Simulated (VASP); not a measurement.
Here is a VASP 6.6.1 calculation.

POSCAR

```
BAs
1.0
    0.0000000000      2.3918676038      2.3918676038
    2.3918676038      0.0000000000      2.3918676038
    2.3918676038      2.3918676038      0.0000000000
B As
1 1
Direct
    0.0000000000      0.0000000000      0.0000000000
    0.2500000000      0.2500000000      0.2500000000
```

Contents of INCAR.step1:

```
SYSTEM = BAs
  PREC = Accurate
  ENCUT = 500
  EDIFF = 1E-5
  ISMEAR = 0
  SIGMA = 0.02
  LREAL = .False.
  LASPH = .True.
  NELM = 80
  ALGO = Normal
  ISIF = 2
  LWAVE = .True.
  LCHARG = .False.
  GGA = PE
```

Contents of INCAR.step2:

```
SYSTEM = BAs
  PREC = Accurate
  ENCUT = 500
  EDIFF = 1E-8
  ISMEAR = 0
  SIGMA = 0.01
  LREAL = .False.
  LASPH = .True.
  NELM = 80
  ALGO = Normal
  LWAVE = .True.
  LCHARG = .False.
  GGA = PE
  LHFCALC = .True.
  HFSCREEN = 0.2
  PRECFOCK = Normal
  ISTART = 1
```

Contents of INCAR.step3:

```
SYSTEM = BAs
  PREC = Accurate
  ENCUT = 500
  EDIFF = 1E-8
  ISMEAR = 0
  SIGMA = 0.01
  LREAL = .False.
  LASPH = .True.
  NELM = 1
  ALGO = Exact
  LWAVE = .True.
  LCHARG = .False.
  GGA = PE
  LHFCALC = .True.
  HFSCREEN = 0.2
  PRECFOCK = Normal
  ISTART = 1
  NBANDS = 34
  LOPTICS = .True.
```

INCAR.step4

```
SYSTEM = BAs
  PREC = Accurate
  ENCUT = 500
  EDIFF = 1E-8
  ISMEAR = 0
  SIGMA = 0.01
  LREAL = .False.
  LASPH = .True.
  ALGO = EVGW0
  LWAVE = .False.
  LCHARG = .False.
  GGA = PE
  LHFCALC = .True.
  HFSCREEN = 0.2
  PRECFOCK = Fast
  ISTART = 1
  NELMGW = 1
  NBANDS = 34
  ENCUTGW = 60
  NOMEGA = 48
  NBANDSGW = 12
```

File KPOINTS:

```
regular mesh
0
Gamma
  4 4 4
  0 0 0
```

Potentials or basis: VASP PAW PBE potentials, release 64 (B_GW, As_GW).

Launch:

```console
$ cat potpaw_PBE.64/B_GW/POTCAR potpaw_PBE.64/As_GW/POTCAR > POTCAR
$ cp INCAR.step1 INCAR
$ mpirun -np 1 vasp_std > vasp.out
$ cp INCAR.step2 INCAR
$ mpirun -np 1 vasp_std > vasp.out
$ cp INCAR.step3 INCAR
$ mpirun -np 1 vasp_std > vasp.out
$ cp INCAR.step4 INCAR
$ mpirun -np 1 vasp_std > vasp.out
```

Problem. Estimate the quasiparticle gap.

Solution. 1.93 eV.

Problem. Estimate the least direct quasiparticle gap.

Solution. 4.26 eV.

Problem. Predict the band gap of the starting levels on the mesh.

Solution. 2.14 eV.

Problem. Predict the least direct gap of the starting levels on the mesh.

Solution. 4.16 eV.

Caveat: the k points lie up to 0.57 Å⁻¹ apart; bands, screening cutoff and mesh are small and nothing is extrapolated, so the quasiparticle values aren't converged.
